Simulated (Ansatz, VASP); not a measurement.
# CdTe in VASP and in Ansatz

Contents of INCAR:

```
SYSTEM = CdTe
PREC     = Accurate       ! precision mode
ENCUT    = 520            ! plane-wave cutoff, eV
EDIFF    = 1E-8           ! SCF threshold, eV
ISMEAR   = -1             ! smearing method
SIGMA    = 0.08           ! smearing width, eV
LREAL    = .FALSE.        ! projectors in reciprocal space
LASPH    = .TRUE.         ! aspherical terms in the spheres
NELM     = 80             ! most SCF steps
ALGO     = Normal         ! electronic algorithm
ISIF     = 2              ! what is computed and relaxed
LWAVE    = .FALSE.        ! write WAVECAR
LCHARG   = .FALSE.        ! write CHGCAR
GGA      = PS             ! functional
LEFG     = .TRUE.       
NBANDS   = 16             ! bands
```

The input KPOINTS:

```
Automatic mesh
0
G
  9 9 9
  0 0 0
```

Contents of POSCAR:

```
CdTe
1.0
    0.0000000000      3.2050000000      3.2050000000
    3.2050000000      0.0000000000      3.2050000000
    3.2050000000      3.2050000000      0.0000000000
Cd Te
1 1
Direct
    0.0000000000      0.0000000000      0.0000000000
    0.7500000000      0.7500000000      0.7500000000
```

Input for Ansatz:

```yaml
crystal:
  lattice:
    - [0.0, 3.205, 3.205]
    - [3.205, 0.0, 3.205]
    - [3.205, 3.205, 0.0]
  atoms:
    - { symbol: Cd, position: [0.0, 0.0, 0.0] }
    - { symbol: Te, position: [0.75, 0.75, 0.75] }
kpoints:
  mp_grid: { grid: [9, 9, 9] }
  band_path:
    path:
      - [0.0, 0.0, 0.0]
      - [-0.5, -0.5, 0.0]
      - [-0.375, -0.375, 0.25]
      - [-0.375, 0.0, 0.375]
      - [0.0, 0.0, 0.0]
      - [0.0, 0.0, 0.5]
      - [-0.5, -0.25, 0.25]
      - [-0.5, -0.5, 0.0]
    npoints: 5
scf:
  occupations: { method: fermi_dirac, width: 0.08 }
hamiltonian:
  xc: pbesol
  pseudopotentials: { kind: paw }
output:
  forces: true
  stress: true
  eigenvalues: true
  efg: { contact_densities: true }
  write_density: true
  write_potential: true
  elf: true
  volumetric_format: npy
```

Alike in both runs: task electric field gradients; functional PBEsol; k mesh 9 × 9 × 9; occupations fermi-dirac, width 0.08 eV; no spin polarisation.

|  | VASP | Ansatz |
| --- | --- | --- |
| version | VASP 6.6.1 | Ansatz 0.2.0 |
| potentials or method | VASP PAW PBE potentials, release 64 (Cd, Te) | PAW with Ansatz's default frozen-core files, scalar-relativistic |
| plane-wave cutoff (eV) | 520 | 420 |
| valence electrons in the cell | 18 | 36 |

Ansatz gave:

```
pressure (GPa) : 1.7
```

Problem. Estimate VASP's values.

Solution. Pressure (GPa): 1.8.

VASP's potentials were made for PBE, not for PBEsol. VASP's potentials hold 18 valence electrons a cell and Ansatz's 36, so a difference there can come from the potentials and not from the codes.

Spin-orbit coupling is off throughout.
